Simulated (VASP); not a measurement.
# Zn4C3 (Pm-3m) in VASP: a series of runs

Runs on Zn4C3. Level: PBE. Tasks: single point, relaxation of cell and atoms.

Everything below comes from runs of VASP 6.6.1. Logs are shortened: lines on timing, memory, paths and dates and some standing lists are left out, and cuts for length are marked.

### 1 The cell of the first run

It takes space group Pm-3m (No. 221, cubic). Conventional cell: a = 4.347 Å, b = 4.347 Å, c = 4.347 Å, α = 90.00°, β = 90.00°, γ = 90.00°. Zn (site symmetry m-3m) has 6 C at 2.17 Å within 2.9 Å. Within 2.9 Å of Zn (site symmetry 4/mmm) lie 4 C at 2.17 Å. C (site symmetry 4/mmm) has 6 Zn at 2.17 Å within 2.9 Å.

### 2 Single point, PBE

Input file INCAR:

```
SYSTEM = Zn4C3
PREC = Accurate ; ENCUT = 520
EDIFF = 1E-6 ; ISMEAR = 0
SIGMA = 0.1 ; LREAL = .False.
LASPH = .True. ; NELM = 100
ALGO = Normal ; ISIF = 2
LWAVE = .False. ; LCHARG = .True.
GGA = PE ; LELF = .True.
LVHAR = .True. ; NBANDS = 39
```

Input file KPOINTS:

```
regular mesh
0
Gamma
  10 10 10
  0 0 0
```

Input file POSCAR:

```
Zn4C3
1.0
    4.3472251278      0.0000000000      0.0000000000
    0.0000000000      4.3472251278      0.0000000000
    0.0000000000      0.0000000000      4.3472251278
Zn C
4 3
Direct
    0.5000000000      0.5000000000      0.5000000000
    0.5000000000      0.0000000000      0.0000000000
    0.0000000000      0.5000000000      0.0000000000
    0.0000000000      0.0000000000      0.5000000000
    0.0000000000      0.5000000000      0.5000000000
    0.5000000000      0.0000000000      0.5000000000
    0.5000000000      0.5000000000      0.0000000000
```

Potentials or basis: VASP PAW PBE potentials, release 64 (Zn, C).

The run is started by

```bash
> cat potpaw_PBE.64/Zn/POTCAR potpaw_PBE.64/C/POTCAR > POTCAR
> mpirun -np 1 vasp_std > vasp.out
```

OUTCAR:

```text
SYSTEM = Zn4C3
   PREC = Accurate
   ENCUT = 520
   EDIFF = 1E-6
   ISMEAR = 0
   LREAL = .False.
   LASPH = .True.
   NELM = 100
   ISIF = 2
   GGA = PE

 ion  position               nearest neighbor table
   1  0.500  0.500  0.500-   5 2.17   6 2.17   7 2.17   7 2.17   6 2.17   5 2.17
   2  0.500  0.000  0.000-   6 2.17   7 2.17   6 2.17   7 2.17
   3  0.000  0.500  0.000-   5 2.17   7 2.17   5 2.17   7 2.17
   4  0.000  0.000  0.500-   5 2.17   6 2.17   5 2.17   6 2.17
   5  0.000  0.500  0.500-   1 2.17   3 2.17   4 2.17   3 2.17   4 2.17   1 2.17
   6  0.500  0.000  0.500-   1 2.17   2 2.17   4 2.17   2 2.17   1 2.17   4 2.17
   7  0.500  0.500  0.000-   1 2.17   2 2.17   3 2.17   1 2.17   2 2.17   3 2.17

  LATTYP: Found a simple cubic cell.
 ALAT       =     4.3472251278

  Lattice vectors:

 A1 = (   4.3472251278,   0.0000000000,   0.0000000000)
 A2 = (   0.0000000000,   4.3472251278,   0.0000000000)
 A3 = (   0.0000000000,   0.0000000000,   4.3472251278)

Analysis of symmetry for initial positions (statically):
=====================================================================
 Subroutine PRICEL returns:
 Original cell was already a primitive cell.

 Routine SETGRP: Setting up the symmetry group for a
 simple cubic supercell.

 Subroutine GETGRP returns: Found 48 space group operations
 (whereof 48 operations were pure point group operations)
 out of a pool of 48 trial point group operations.

The static configuration has the point symmetry O_h .

Analysis of symmetry for dynamics (positions and initial velocities):
=====================================================================
 Subroutine PRICEL returns:
 Original cell was already a primitive cell.

 Routine SETGRP: Setting up the symmetry group for a
 simple cubic supercell.

 Subroutine GETGRP returns: Found 48 space group operations
 (whereof 48 operations were pure point group operations)
 out of a pool of 48 trial point group operations.

The dynamic configuration has the point symmetry O_h .

 Subroutine INISYM returns: Found 48 space group operations
 (whereof 48 operations are pure point group operations),
 and found     1 'primitive' translations

----------------------------------------------------------------------------------------

                                     Primitive cell

  volume of cell :      82.1555

  direct lattice vectors                    reciprocal lattice vectors
     4.347225128  0.000000000  0.000000000     0.230031795  0.000000000  0.000000000
     0.000000000  4.347225128  0.000000000     0.000000000  0.230031795  0.000000000
     0.000000000  0.000000000  4.347225128     0.000000000  0.000000000  0.230031795

  length of vectors
     4.347225128  4.347225128  4.347225128     0.230031795  0.230031795  0.230031795

  position of ions in fractional coordinates (direct lattice)
     0.500000000  0.500000000  0.500000000
     0.500000000  0.000000000  0.000000000
     0.000000000  0.500000000  0.000000000
     0.000000000  0.000000000  0.500000000
     0.000000000  0.500000000  0.500000000
     0.500000000  0.000000000  0.500000000
     0.500000000  0.500000000  0.000000000

  ion indices of the primitive-cell ions
   primitive index   ion index
                 1           1
                 2           2
                 3           3
                 4           4
                 5           5
                 6           6
                 7           7

----------------------------------------------------------------------------------------

 KPOINTS: regular mesh

Automatic generation of k-mesh.
 Grid dimensions read from file:
 generate k-points for:   10   10   10

 Generating k-lattice:

  Cartesian coordinates                     Fractional coordinates (reciprocal lattice)
     0.023003180  0.000000000  0.000000000     0.100000000  0.000000000  0.000000000
     0.000000000  0.023003180  0.000000000     0.000000000  0.100000000  0.000000000
     0.000000000  0.000000000  0.023003180     0.000000000  0.000000000  0.100000000

  Length of vectors
     0.023003180  0.023003180  0.023003180

  Shift w.r.t. Gamma in fractional coordinates (k-lattice)
     0.000000000  0.000000000  0.000000000

 Subroutine IBZKPT returns following result:
 ===========================================

 Found     56 irreducible k-points:

 Following reciprocal coordinates:
            Coordinates               Weight
  0.000000  0.000000  0.000000      1.000000
  0.100000  0.000000  0.000000      6.000000
  0.200000  0.000000  0.000000      6.000000
  0.300000  0.000000  0.000000      6.000000
  0.400000  0.000000  0.000000      6.000000
  0.500000  0.000000  0.000000      3.000000
[... 16 lines left out ...]
  0.200000  0.100000  0.100000     24.000000
  0.300000  0.100000  0.100000     24.000000
 [... further k-points ...]
   k-points           NKPTS =     56   k-points in BZ     NKDIM =     56   number of bands    NBANDS=     39
   number of dos      NEDOS =    301   number of ions     NIONS =      7
   total plane-waves  NPLWV =  32768
   dimension x,y,z NGX =    32 NGY =   32 NGZ =   32
   dimension x,y,z NGXF=    64 NGYF=   64 NGZF=   64
   ions per type =               4   3
   NGX,Y,Z   is equivalent  to a cutoff of  12.24, 12.24, 12.24 a.u.
   NGXF,Y,Z  is equivalent  to a cutoff of  24.47, 24.47, 24.47 a.u.
 SYSTEM =  Zn4C3
   PREC   = accura    normal or accurate (medium, high low for compatibility)
   ISTART =      0    job   : 0-new  1-cont  2-samecut
   ICHARG =      2    charge: 1-file 2-atom 10-const
   ISPIN  =      1    spin polarized calculation?
   LNONCOLLINEAR =      F non collinear calculations
   LSORBIT =      F    spin-orbit coupling
   LASPH  =      T    aspherical Exc in radial PAW
   ENCUT  =  520.0 eV  38.22 Ry    6.18 a.u.   8.08  8.08  8.08*2*pi/ulx,y,z
   NELM   =    100;   NELMIN=  2; NELMDL= -5     # of ELM steps
   EDIFF  = 0.1E-05   stopping-criterion for ELM
   LREAL  =      F    real-space projection
   EDIFFG = 0.1E-04   stopping-criterion for IOM
   NSW    =      0    number of steps for IOM
   IBRION =     -1    ionic relax: 0-MD 1-quasi-New 2-CG
   NFREE  =      0    steps in history (QN), initial steepest desc. (CG)
   ISIF   =      2    stress and relaxation
   ISYM   =      2    0-nonsym 1-usesym 2-fastsym
   POTIM  = 0.5000    time-step for ionic-motion
   TEBEG  =    0.0;   TEEND  =   0.0 temperature during run
   PSTRESS=    0.0 pullay stress
   NELECT =      60.0000    total number of electrons
   NUPDOWN=      -1.0000    fix difference up-down
   EMIN   =  10.00;   EMAX   =-10.00  energy-range for DOS
   EFERMI =   0.00;   METHOD = LEGACY
   ISMEAR =     0;   SIGMA  =   0.10  broadening in eV -4-tet -1-fermi 0-gaus
   EFERMI_NEDOS =   21; number of points for ismear=-14 and -15
   IALGO  =     38    algorithm
   IMIX   =      4    mixing-type and parameters
     AMIX     =   0.40;   BMIX     =  1.00
     AMIX_MAG =   1.60;   BMIX_MAG =  1.00
  volume/ion in A,a.u.               =      11.74        79.20
  Fermi-wavevector in a.u.,A,eV,Ry     =   1.474279  2.785984 29.572257  2.173500
  Thomas-Fermi vector in A             =   2.589070
   LORBIT       =      0    0 simple, 1 ext, 2 COOP (PROOUT), +10 PAW based schemes
   GGA     = PE    functional components
   LHFCALC =     F    Hartree Fock is set to
   AEXX    =    0.0000 exact exchange contribution
   IVDW    =     0    specifies the selected vdW correction
   LEPSILON=     F    determine dielectric tensor
   LRPA    =     F    only Hartree local field effects (RPA)
 non-spin polarized calculation
 Gauss-broadening in eV      SIGMA  =   0.10
  energy-cutoff  :      520.00
  volume of cell :       82.16
 maximum number of plane-waves:      2272
   NGX = 17   NGY = 17   NGZ = 17

 number of electron      60.0000000 magnetization

 Free energy of the ion-electron system (eV)
  ---------------------------------------------------
  ext. energy  EPLUGINS =         0.00000000
  ---------------------------------------------------
  free energy    TOTEN  =       -22.77210564 eV

  energy without entropy =      -22.74631780  energy(sigma->0) =      -22.75921172

 E-fermi :   3.5354     XC(G=0): -11.7018

 val. band max:        3.5308104864   @ k =   0.5000   0.5000   0.2000
 cond. band min:       3.5393143452   @ k =   0.0000   0.0000   0.0000
 fundamental gap:      0.0085038588
 Fermi energy:         3.5354465865

 k-point     1 :       0.0000    0.0000    0.0000
  band No.  band energies     occupation
      1      -9.9657      2.00000
      2      -7.1900      2.00000
      3      -7.1900      2.00000
      4      -3.9613      2.00000
      5      -3.8453      2.00000
      6      -3.8453      2.00000
[... 31 lines left out ...]
     38      10.4923      0.00000
     39      10.4923      0.00000

 k-point     2 :       0.1000    0.0000    0.0000
  band No.  band energies     occupation
      1      -9.9032      2.00000
      2      -7.2214      2.00000
      3      -7.1548      2.00000
      4      -3.9435      2.00000
      5      -3.8401      2.00000
      6      -3.8401      2.00000
[... 31 lines left out ...]
     38      10.2751      0.00000
     39      10.4673      0.00000

 k-point     3 :       0.2000    0.0000    0.0000
  band No.  band energies     occupation
      1      -9.7201      2.00000
      2      -7.3335      2.00000
      3      -7.0576      2.00000
      4      -3.8931      2.00000
      5      -3.8235      2.00000
      6      -3.8235      2.00000
[... 31 lines left out ...]
     38       9.8502      0.00000
     39      10.5977      0.00000

 k-point     4 :       0.3000    0.0000    0.0000
  band No.  band energies     occupation
      1      -9.4326      2.00000
      2      -7.5595      2.00000
      3      -6.9255      2.00000
      4      -3.8209      2.00000
      5      -3.7934      2.00000
      6      -3.7934      2.00000
[... 31 lines left out ...]
     38       9.6507      0.00000
     39      11.2517      0.00000
[... 754 lines left out ...]
     38      10.5861      0.00000
     39      10.5861      0.00000

 k-point    23 :       0.2000    0.1000    0.1000
  band No.  band energies     occupation
      1      -9.5961      2.00000
      2      -7.2786      2.00000
      3      -7.0785      2.00000
      4      -3.8689      2.00000
      5      -3.8206      2.00000
      6      -3.8193      2.00000
[... 31 lines left out ...]
     38      10.1607      0.00000
     39      11.0635      0.00000

 k-point    24 :       0.3000    0.1000    0.1000
  band No.  band energies     occupation
      1      -9.3095      2.00000
      2      -7.4869      2.00000
      3      -6.9402      2.00000
      4      -3.8436      2.00000
      5      -3.8047      2.00000
      6      -3.7872      2.00000
[... 31 lines left out ...]
     38      10.1806      0.00000
     39      11.6092      0.00000

 [... further k-points ...]

------------------------ aborting loop because EDIFF is reached ----------------------------------------

  FORCE on cell =-STRESS in cart. coord.  units (eV):
  Direction    XX          YY          ZZ          XY          YZ          ZX
  --------------------------------------------------------------------------------------
  -------------------------------------------------------------------------------------
  Total        0.4294968      0.4294968      0.4294968      0.0000000      0.0000000     -0.0000000
  in kB        8.3759499      8.3759499      8.3759499      0.0000000      0.0000000     -0.0000000
  external PRESSURE =       8.3759499 kB  Pullay stress =       0.0000000 kB

 VOLUME and BASIS-vectors are now :
 -----------------------------------------------------------------------------
  energy-cutoff  :      520.00
  volume of cell :       82.16
      direct lattice vectors                 reciprocal lattice vectors
     4.347225128  0.000000000  0.000000000     0.230031795  0.000000000  0.000000000
     0.000000000  4.347225128  0.000000000     0.000000000  0.230031795  0.000000000
     0.000000000  0.000000000  4.347225128     0.000000000  0.000000000  0.230031795

 POSITION                                       TOTAL-FORCE (eV/Angst)
 -----------------------------------------------------------------------------------
      2.17361      2.17361      2.17361         0.000000      0.000000      0.000000
      2.17361      0.00000      0.00000         0.000000      0.000000      0.000000
      0.00000      2.17361      0.00000         0.000000      0.000000      0.000000
      0.00000      0.00000      2.17361         0.000000      0.000000      0.000000
      0.00000      2.17361      2.17361         0.000000      0.000000      0.000000
      2.17361      0.00000      2.17361         0.000000      0.000000      0.000000
      2.17361      2.17361      0.00000         0.000000      0.000000      0.000000
 -----------------------------------------------------------------------------------
    total drift:                                0.000000      0.000000      0.000000

  FREE ENERGIE OF THE ION-ELECTRON SYSTEM (eV)
  ---------------------------------------------------
  free  energy   TOTEN  =       -22.7721056366 eV

  energy  without entropy=      -22.7463178022  energy(sigma->0) =      -22.75921172
```

Run time: 96 s. Hardware: 1 thread of AMD EPYC 9R45 (Zen 5), shared host; peak memory 0.24 GiB.

Results:

* Free energy: -22.7721 eV
* Pressure: 0.8 GPa
* Band gap on the k mesh: zero (band 30 reaches 5.58 eV, above the bottom of band 31 at 3.09 eV)

(Continued in part 2 of 2.)
